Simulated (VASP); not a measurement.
# CuI (I-4m2) in VASP: settings compared

CuI is run at these levels: PBE, r2SCAN; tasks: single point.

All numbers are computed with VASP 6.6.1; they aren't measurements. Logs are shortened: lines on timing, memory, paths and dates and some standing lists are left out, and cuts for length are marked.

## Step 1: The cell of the first run

The structure is tetragonal, space group I-4m2 (No. 119). Conventional cell: a = 4.260 Å, b = 4.260 Å, c = 6.117 Å, α = 90.00°, β = 90.00°, γ = 90.00°. Cu (site symmetry -4m2) has 4 I at 2.62 Å within 3.5 Å. Within 3.5 Å of I (site symmetry -4m2) lie 4 Cu at 2.62 Å.

## Step 2: Single point, PBE (uniaxial x strain +1.5%)

File INCAR:

```
ALGO     = Normal         # electronic algorithm
EDIFF    = 1E-7           # SCF threshold, eV
ENCUT    = 520            # plane-wave cutoff, eV
GGA      = PE             # functional
ISIF     = 2              # what is computed and relaxed
ISMEAR   = -1             # smearing method
LASPH    = T              # aspherical terms in the spheres
LCHARG   = T              # write CHGCAR
LELF     = T              # ELF
LREAL    = F              # projectors in reciprocal space
LVHAR    = T            
LWAVE    = F              # write WAVECAR
NBANDS   = 16             # bands
NELM     = 80             # most SCF steps
PREC     = Accurate       # precision mode
SIGMA    = 0.02           # smearing width, eV
```

File KPOINTS:

```
k-points
0
Gamma
  8 8 8
```

File POSCAR:

```
CuI
1.0
    0.0000000000      3.0120291186      3.0120291186
    3.0584143671      0.0000000000      3.0120291186
    3.0584143671      3.0120291186      0.0000000000
Cu I
1 1
Direct
    0.0000000000      0.0000000000      0.0000000000
    0.2500000000      0.2500000000      0.2500000000
```

Potentials or basis: VASP PAW PBE potentials, release 64 (Cu, I).

On the command line:

```
$ cat potpaw_PBE.64/Cu/POTCAR potpaw_PBE.64/I/POTCAR > POTCAR
$ mpirun -np 1 vasp_std > vasp.out
```

OUTCAR:

```text
EDIFF = 1E-7
   ENCUT = 520
   GGA = PE
   ISIF = 2
   ISMEAR = -1
   LASPH = T
   LREAL = F
   NELM = 80
   PREC = Accurate

 ion  position               nearest neighbor table
   1  0.000  0.000  0.000-   2 2.62   2 2.62   2 2.62   2 2.62
   2  0.250  0.250  0.250-   1 2.62   1 2.62   1 2.62   1 2.62

  LATTYP: Found a body centered tetragonal cell.
 ALAT       =     4.2596524298
 C/A-ratio  =     1.4359924513

  Lattice vectors:

 A1 = (   3.0584143671,   0.0000000000,   3.0120291186)
 A2 = (   3.0584143671,   0.0000000000,  -3.0120291186)
 A3 = (  -3.0584143671,   3.0120291186,   0.0000000000)

Analysis of symmetry for initial positions (statically):
=====================================================================
 Subroutine PRICEL returns:
 Original cell was already a primitive cell.

 Routine SETGRP: Setting up the symmetry group for a
 body centered tetragonal supercell.

 Subroutine GETGRP returns: Found  8 space group operations
 (whereof  8 operations were pure point group operations)
 out of a pool of 16 trial point group operations.

The static configuration has the point symmetry D_2d.

Analysis of symmetry for dynamics (positions and initial velocities):
=====================================================================
 Subroutine PRICEL returns:
 Original cell was already a primitive cell.

 Routine SETGRP: Setting up the symmetry group for a
 body centered tetragonal supercell.

 Subroutine GETGRP returns: Found  8 space group operations
 (whereof  8 operations were pure point group operations)
 out of a pool of 16 trial point group operations.

The dynamic configuration has the point symmetry D_2d.

 Subroutine INISYM returns: Found  8 space group operations
 (whereof  8 operations are pure point group operations),
 and found     1 'primitive' translations

----------------------------------------------------------------------------------------

                                     Primitive cell

  volume of cell :      55.4938

  direct lattice vectors                    reciprocal lattice vectors
     0.000000000  3.012029119  3.012029119    -0.163483407  0.166001051  0.166001051
     3.058414367  0.000000000  3.012029119     0.163483407 -0.166001051  0.166001051
     3.058414367  3.012029119  0.000000000     0.163483407  0.166001051 -0.166001051

  length of vectors
     4.259652430  4.292577064  4.292577064     0.286076078  0.286076078  0.286076078

  position of ions in fractional coordinates (direct lattice)
     0.000000000  0.000000000  0.000000000
     0.250000000  0.250000000  0.250000000

  ion indices of the primitive-cell ions
   primitive index   ion index
                 1           1
                 2           2

----------------------------------------------------------------------------------------

 KPOINTS: k-points

Automatic generation of k-mesh.
 Grid dimensions read from file:
 generate k-points for:    8    8    8

 Generating k-lattice:

  Cartesian coordinates                     Fractional coordinates (reciprocal lattice)
    -0.020435426  0.020750131  0.020750131     0.125000000  0.000000000  0.000000000
     0.020435426 -0.020750131  0.020750131     0.000000000  0.125000000 -0.000000000
     0.020435426  0.020750131 -0.020750131     0.000000000 -0.000000000  0.125000000

  Length of vectors
     0.035759510  0.035759510  0.035759510

  Shift w.r.t. Gamma in fractional coordinates (k-lattice)
     0.000000000  0.000000000  0.000000000

 Subroutine IBZKPT returns following result:
 ===========================================

 Found     59 irreducible k-points:

 Following reciprocal coordinates:
            Coordinates               Weight
  0.000000  0.000000  0.000000      1.000000
  0.125000 -0.000000 -0.000000      8.000000
  0.250000 -0.000000 -0.000000      8.000000
  0.375000 -0.000000 -0.000000      8.000000
  0.500000 -0.000000 -0.000000      4.000000
  0.125000  0.125000  0.000000      4.000000
[... 16 lines left out ...]
  0.250000  0.125000  0.125000      4.000000
  0.375000  0.125000  0.125000      8.000000
 [... further k-points ...]
   k-points           NKPTS =     59   k-points in BZ     NKDIM =     59   number of bands    NBANDS=     16
   number of dos      NEDOS =    301   number of ions     NIONS =      2
   total plane-waves  NPLWV =  32768
   dimension x,y,z NGX =    32 NGY =   32 NGZ =   32
   dimension x,y,z NGXF=    64 NGYF=   64 NGZF=   64
   ions per type =               1   1
   NGX,Y,Z   is equivalent  to a cutoff of  12.49, 12.39, 12.39 a.u.
   NGXF,Y,Z  is equivalent  to a cutoff of  24.98, 24.79, 24.79 a.u.
 SYSTEM =  unknown system
   PREC   = accura    normal or accurate (medium, high low for compatibility)
   ISTART =      0    job   : 0-new  1-cont  2-samecut
   ICHARG =      2    charge: 1-file 2-atom 10-const
   ISPIN  =      1    spin polarized calculation?
   LNONCOLLINEAR =      F non collinear calculations
   LSORBIT =      F    spin-orbit coupling
   LASPH  =      T    aspherical Exc in radial PAW
   ENCUT  =  520.0 eV  38.22 Ry    6.18 a.u.   7.92  7.98  7.98*2*pi/ulx,y,z
   NELM   =     80;   NELMIN=  2; NELMDL= -5     # of ELM steps
   EDIFF  = 0.1E-06   stopping-criterion for ELM
   LREAL  =      F    real-space projection
   EDIFFG = 0.1E-05   stopping-criterion for IOM
   NSW    =      0    number of steps for IOM
   IBRION =     -1    ionic relax: 0-MD 1-quasi-New 2-CG
   NFREE  =      0    steps in history (QN), initial steepest desc. (CG)
   ISIF   =      2    stress and relaxation
   ISYM   =      2    0-nonsym 1-usesym 2-fastsym
   POTIM  = 0.5000    time-step for ionic-motion
   TEBEG  =    0.0;   TEEND  =   0.0 temperature during run
   PSTRESS=    0.0 pullay stress
   NELECT =      18.0000    total number of electrons
   NUPDOWN=      -1.0000    fix difference up-down
   EMIN   =  10.00;   EMAX   =-10.00  energy-range for DOS
   EFERMI =   0.00;   METHOD = LEGACY
   ISMEAR =    -1;   SIGMA  =   0.02  broadening in eV -4-tet -1-fermi 0-gaus
   EFERMI_NEDOS =   21; number of points for ismear=-14 and -15
   IALGO  =     38    algorithm
   IMIX   =      4    mixing-type and parameters
     AMIX     =   0.40;   BMIX     =  1.00
     AMIX_MAG =   1.60;   BMIX_MAG =  1.00
  volume/ion in A,a.u.               =      27.75       187.25
  Fermi-wavevector in a.u.,A,eV,Ry     =   1.124823  2.125607 17.214450  1.265226
  Thomas-Fermi vector in A             =   2.261497
   LORBIT       =      0    0 simple, 1 ext, 2 COOP (PROOUT), +10 PAW based schemes
   GGA     = PE    functional components
[... 5 lines left out ...]
 non-spin polarized calculation
  energy-cutoff  :      520.00
  volume of cell :       55.49
 maximum number of plane-waves:      1516
   NGX = 15   NGY = 15   NGZ = 15

 number of electron      18.0000017 magnetization

 Free energy of the ion-electron system (eV)
  ---------------------------------------------------
  ext. energy  EPLUGINS =         0.00000000
  ---------------------------------------------------
  free energy    TOTEN  =        -5.56085915 eV

  energy without entropy =       -5.56085915  energy(sigma->0) =       -5.56085915

 E-fermi :   4.8799     XC(G=0):  -8.9560

 val. band max:        4.4820256582   @ k =   0.0000   0.0000   0.0000
 cond. band min:       5.6273686747   @ k =   0.0000   0.0000   0.0000
 fundamental gap:      1.1453430165
 Fermi energy:         4.8799473324

 k-point     1 :       0.0000    0.0000    0.0000
  band No.  band energies     occupation
      1      -9.5569      2.00000
      2       0.8057      2.00000
      3       0.8244      2.00000
      4       0.8244      2.00000
      5       2.6002      2.00000
      6       2.6132      2.00000
[... 8 lines left out ...]
     15      13.9428      0.00000
     16      14.1694      0.00000

 k-point     2 :       0.1250   -0.0000   -0.0000
  band No.  band energies     occupation
      1      -9.4838      2.00000
      2       0.5221      2.00000
      3       0.8153      2.00000
      4       0.8328      2.00000
      5       2.5948      2.00000
      6       2.6063      2.00000
[... 8 lines left out ...]
     15      13.4317      0.00000
     16      13.4780      0.00000

 k-point     3 :       0.2500   -0.0000   -0.0000
  band No.  band energies     occupation
      1      -9.2965      2.00000
      2      -0.1799      2.00000
      3       0.8192      2.00000
      4       0.8504      2.00000
      5       2.5941      2.00000
      6       2.6012      2.00000
[... 8 lines left out ...]
     15      13.2273      0.00000
     16      13.4214      0.00000

 k-point     4 :       0.3750   -0.0000   -0.0000
  band No.  band energies     occupation
      1      -9.0909      2.00000
      2      -0.8571      2.00000
      3       0.8179      2.00000
      4       0.8635      2.00000
      5       2.6168      2.00000
      6       2.6179      2.00000
[... 8 lines left out ...]
     15      14.0969      0.00000
     16      14.1425      0.00000
[... 324 lines left out ...]
 k-point    22 :       0.0000    0.1250    0.1250
  band No.  band energies     occupation
      1      -9.4614      2.00000
      2       0.4734      2.00000
      3       0.8124      2.00000
      4       0.8124      2.00000
      5       2.5681      2.00000
      6       2.6252      2.00000
[... 8 lines left out ...]
     15      13.7842      0.00000
     16      14.3188      0.00000

 k-point    23 :       0.2500    0.1250    0.1250
  band No.  band energies     occupation
      1      -9.3706      2.00000
      2       0.1590      2.00000
      3       0.7312      2.00000
      4       0.8628      2.00000
      5       2.5793      2.00000
      6       2.6119      2.00000
[... 8 lines left out ...]
     15      13.4385      0.00000
     16      14.4082      0.00000

 k-point    24 :       0.3750    0.1250    0.1250
  band No.  band energies     occupation
      1      -9.1744      2.00000
      2      -0.4363      2.00000
      3       0.6276      2.00000
      4       0.8815      2.00000
      5       2.5714      2.00000
      6       2.6299      2.00000
[... 8 lines left out ...]
     15      14.0261      0.00000
     16      14.7979      0.00000

 [... further k-points ...]

------------------------ aborting loop because EDIFF is reached ----------------------------------------

  FORCE on cell =-STRESS in cart. coord.  units (eV):
  Direction    XX          YY          ZZ          XY          YZ          ZX
  --------------------------------------------------------------------------------------
  -------------------------------------------------------------------------------------
  Total        0.1096502      0.2038693      0.2038693      0.0000000      0.0000000      0.0000000
  in kB        3.1657403      5.8859651      5.8859651      0.0000000      0.0000000      0.0000000
  external PRESSURE =       4.9792235 kB  Pullay stress =       0.0000000 kB

 VOLUME and BASIS-vectors are now :
 -----------------------------------------------------------------------------
  energy-cutoff  :      520.00
  volume of cell :       55.49
      direct lattice vectors                 reciprocal lattice vectors
     0.000000000  3.012029119  3.012029119    -0.163483407  0.166001051  0.166001051
     3.058414367  0.000000000  3.012029119     0.163483407 -0.166001051  0.166001051
     3.058414367  3.012029119  0.000000000     0.163483407  0.166001051 -0.166001051

 POSITION                                       TOTAL-FORCE (eV/Angst)
 -----------------------------------------------------------------------------------
      0.00000      0.00000      0.00000         0.000000      0.000000      0.000000
      1.52921      1.50601      1.50601        -0.000000      0.000000     -0.000000
 -----------------------------------------------------------------------------------
    total drift:                               -0.000001     -0.000001     -0.000001

  FREE ENERGIE OF THE ION-ELECTRON SYSTEM (eV)
  ---------------------------------------------------
  free  energy   TOTEN  =        -5.5608591466 eV

  energy  without entropy=       -5.5608591466  energy(sigma->0) =       -5.56085915
```

Wall time 43 s (1 thread of Intel Xeon Platinum 8375C at 2.90GHz (Ice Lake), shared host); peak memory 0.21 GiB.

What came out:

* Free energy: -5.5609 eV
* Pressure: 0.5 GPa
* Band gap on the k mesh: 1.15 eV, direct

Stress tensor (GPa, compression positive):
```
0.32 0.00 0.00
0.00 0.59 0.00
0.00 0.00 0.59
```

Caveat: the cell differs from its parent crystal (uniaxial x strain +1.5%); spin-orbit coupling is left out, which moves the levels of the heavy elements.

## Step 3: Single point, r2SCAN (uniaxial x strain +1.5%)

POSCAR is that of step 2.

File INCAR.step1:

```
SYSTEM = CuI
PREC = Accurate
ENCUT = 520
ISMEAR = 0
SIGMA = 0.01
LREAL = .FALSE.
LASPH = .TRUE.
NELM = 80
NBANDS = 16
GGA = PE
ALGO = Normal
EDIFF = 1E-4
LWAVE = .TRUE.
LCHARG = .FALSE.
```

File INCAR.step2:

```
SYSTEM = CuI
PREC = Accurate
ENCUT = 520
EDIFF = 1E-6
ISMEAR = 0
SIGMA = 0.01
LREAL = .FALSE.
LASPH = .TRUE.
NELM = 80
ALGO = Normal
ISIF = 2
LWAVE = .FALSE.
LCHARG = .FALSE.
METAGGA = R2SCAN
LMIXTAU = .TRUE.
NBANDS = 16
ISTART = 1
```

File KPOINTS:

```
Automatic mesh
0
G
  8 8 8
  0 0 0
```

Potentials or basis: VASP PAW PBE potentials, release 64 (Cu, I).

On the command line:

```
$ cat potpaw_PBE.64/Cu/POTCAR potpaw_PBE.64/I/POTCAR > POTCAR
$ cp INCAR.step1 INCAR
$ mpirun -np 1 vasp_std > vasp.out
$ cp INCAR.step2 INCAR
$ mpirun -np 1 vasp_std > vasp.out
```

Run time: 2.1 min. Hardware: 1 thread of Intel Xeon Platinum 8375C at 2.90GHz (Ice Lake), shared host; peak memory 0.22 GiB.

The run converged. Its results:

```yaml
Free_energy: -35.7932 eV
Pressure: -0.7 GPa
Band_gap_on_the_k_mesh: 1.62 eV, direct
```

Stress tensor (GPa, compression positive):
```
-0.90  0.00  0.00
 0.00 -0.62  0.00
 0.00  0.00 -0.62
```

Levels at points of the mesh, in eV from the valence-band top:
```csv
k point,band 5,band 6,band 7,band 8,band 9,band 10,band 11,band 12,band 13,band 14
"(0.00, 0.00, 0.00)",-1.86,-1.85,-0.03,0.00,0.00,1.62,5.22,5.24,5.24,8.65
"(0.50, 0.00, 0.00)",-1.83,-1.83,-1.79,-0.74,-0.71,2.54,5.68,5.79,7.72,9.68
"(0.50, 0.50, 0.00)",-1.89,-1.78,-1.76,-1.53,-1.51,2.90,3.13,9.85,10.35,10.46
"(0.00, 0.50, 0.50)",-1.91,-1.79,-1.77,-1.52,-1.52,2.97,3.25,9.72,10.43,10.43
```

Caveat: the cell differs from its parent crystal (uniaxial x strain +1.5%); the PAW data sets were made with another functional, which shifts forces and pressure a little; spin-orbit coupling is left out, which moves the levels of the heavy elements.
